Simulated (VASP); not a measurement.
Wanted: the native input for a VASP 6.6.1 run.

```yaml
Task: single point
Functional: r2SCAN
Potentials_or_basis: VASP PAW PBE potentials, release 64 (Al, Ru_pv)
Cutoff: 520 eV
k_mesh: 20 × 20 × 20
Occupations: gaussian, width 0.15 eV
Spin: no spin polarisation
Dipole_correction: no
Further_INCAR_settings: ALGO = Normal; EDIFF = 1e-06; NBANDS = 16
```

The system is AlRu.

```xyz
2
Lattice="2.9826 0.0000 0.0000 0.0000 3.1392 0.0000 0.0000 0.0000 2.9826" Properties=species:S:1:pos:R:3 pbc="T T T"
Al    0.0000    0.0000    0.0000
Ru    1.4913    1.5696    1.4913
```

This cell differs from its parent crystal: strain +0.0525 x Voigt [0, 1, 0, 0, 0, 0].

These files were run (other wordings do the same):

POSCAR

```
AlRu
1.0
    2.9826244058      0.0000000000      0.0000000000
    0.0000000000      3.1392121871      0.0000000000
    0.0000000000      0.0000000000      2.9826244058
Al Ru
1 1
Direct
    0.0000000000      0.0000000000      0.0000000000
    0.5000000000      0.5000000000      0.5000000000
```

INCAR.step1

```
ALGO = Normal ; EDIFF = 1E-4
ENCUT = 520 ; GGA = PE
ISMEAR = 0 ; LASPH = T
LCHARG = F ; LREAL = F
LWAVE = T ; NBANDS = 16
NELM = 60 ; PREC = Accurate
SIGMA = 0.15
```

INCAR.step2

```
ALGO = Normal ; EDIFF = 1E-6
ENCUT = 520 ; ISIF = 2
ISMEAR = 0 ; ISTART = 1
LASPH = T ; LCHARG = F
LMIXTAU = T ; LREAL = F
LWAVE = F ; METAGGA = R2SCAN
NBANDS = 16 ; NELM = 60
PREC = Accurate ; SIGMA = 0.15
```

KPOINTS

```
k-points
0
Gamma
  20 20 20
```

Potentials or basis: VASP PAW PBE potentials, release 64 (Al, Ru_pv).

Run with:

```console
$ cat potpaw_PBE.64/Al/POTCAR potpaw_PBE.64/Ru_pv/POTCAR > POTCAR
$ cp INCAR.step1 INCAR
$ mpirun -np 1 vasp_std > vasp.out
$ cp INCAR.step2 INCAR
$ mpirun -np 1 vasp_std > vasp.out
```

It gave:

```yaml
Pressure: -9.8 GPa
Band_gap_on_the_k_mesh: zero (an odd number of electrons rules out a gap without spin polarisation)
```

Caveat: the cell differs from its parent crystal (strain +0.0525 x Voigt [0, 1, 0, 0, 0, 0]); the stress differs along the axes, from -15 to -7 GPa; the PAW data sets were made with another functional, which shifts forces and pressure a little.

Run time: 14 min on 1 thread of Oxide Virtual Turin-like Processor (shared host), peak memory 0.38 GiB.
